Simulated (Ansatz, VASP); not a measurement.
**LiH: VASP beside Ansatz**

POSCAR

```
LiH
1.0
    3.2548234142      0.0000000000      0.0000000000
   -1.6274117071      2.8187597615      0.0000000000
    0.0000000000      0.0000000000      4.0690682565
Li H
2 2
Direct
    0.3333333333      0.6666666667      0.2500000000
    0.6666666667      0.3333333333      0.7500000000
    0.6666666667      0.3333333333      0.2500000000
    0.3333333333      0.6666666667      0.7500000000
```

File INCAR.step1:

```
SYSTEM = LiH
  PREC = Accurate
  ENCUT = 520
  ISMEAR = 0
  SIGMA = 0.01
  LREAL = .FALSE.
  LASPH = .TRUE.
  NELM = 80
  NBANDS = 12
  GGA = PE
  ALGO = Normal
  EDIFF = 1E-4
  LWAVE = .TRUE.
  LCHARG = .FALSE.
```

The input INCAR.step2:

```
SYSTEM = LiH
  PREC = Accurate
  ENCUT = 520
  EDIFF = 1E-7
  ISMEAR = 0
  SIGMA = 0.01
  LREAL = .FALSE.
  LASPH = .TRUE.
  NELM = 80
  ALGO = Normal
  ISIF = 2
  LWAVE = .FALSE.
  LCHARG = .FALSE.
  METAGGA = R2SCAN
  LMIXTAU = .TRUE.
  NBANDS = 12
  ISTART = 1
```

KPOINTS

```
regular mesh
0
G
  12 12 6
  0 0 0
```

Input for Ansatz:

```yaml
crystal:
  lattice:
    - [3.2548234142, 0.0, 0.0]
    - [-1.6274117071, 2.8187597615, 0.0]
    - [0.0, 0.0, 4.0690682565]
  atoms:
    - { symbol: Li, position: [0.3333333333, 0.6666666667, 0.25] }
    - { symbol: Li, position: [0.6666666667, 0.3333333333, 0.75] }
    - { symbol: H, position: [0.6666666667, 0.3333333333, 0.25] }
    - { symbol: H, position: [0.3333333333, 0.6666666667, 0.75] }
kpoints:
  mp_grid: { grid: [12, 12, 6] }
hamiltonian:
  xc: r2scan
scf:
  occupations: { method: fixed }
output:
  optics:
    e_range: [0, 15]
    de: 0.2
    sigma: 0.05
    scissors: 2.5
    scheme: fermi_dirac
    bands: auto
```

Alike in both runs: task single point; functional r2SCAN; k mesh 12 × 12 × 6; no spin polarisation.

|  | VASP | Ansatz |
| --- | --- | --- |
| version | VASP 6.6.1 | Ansatz 0.2.0 |
| potentials or method | VASP PAW PBE potentials, release 64 (Li_sv, H) | plane waves, PAW |
| plane-wave cutoff (eV) | 520 | 500 |
| occupations | gaussian, width 0.01 eV | fixed |
| valence electrons in the cell | 8 | 8 |

VASP gave:

- gap on the k mesh at the Fermi level (eV): 2.30

Problem. What did Ansatz give for the same quantities?

Solution. gap on the k mesh at the Fermi level (eV): 2.34.

VASP's potentials were made for PBE, not for r2SCAN.

Noted on VASP's run: the cutoff is under 1.25 times that of the potentials, so the pressure is a little rough.
